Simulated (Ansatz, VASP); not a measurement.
## Two plane-wave programs on ZnAu

```
CELL_PARAMETERS angstrom
3.12195 0.00000 0.00000
0.00000 3.12195 0.00000
0.00000 0.00000 3.12195
ATOMIC_POSITIONS crystal
Au 0.00000 0.00000 0.00000
Zn 0.50000 0.50000 0.50000
```

Alike in both runs: task single point; functional r2SCAN; k mesh 6 × 6 × 6; no spin polarisation.

```csv
,VASP,Ansatz
version,VASP 6.6.1,Ansatz 0.2.0
potentials or method,"VASP PAW PBE potentials, release 64 (Au, Zn), cutoff 520 eV",PAW plane waves
occupations,"fermi-dirac, width 0.1 eV",fermi-dirac
valence electrons in the cell,23,31
```

Ansatz gave:

```
gap on the k mesh at the Fermi level (eV) : none
pressure (GPa)                            : 3.8
```

Which values does VASP return?

gap on the k mesh at the Fermi level (eV): none; pressure (GPa): 4.2.

VASP's potentials were made for PBE, not for r2SCAN. A gap of «none» marks a metal or a gap that the smearing closes. VASP's potentials hold 23 valence electrons a cell and Ansatz's 31, so a difference there can come from the potentials and not from the codes.

Spin-orbit coupling is off throughout.
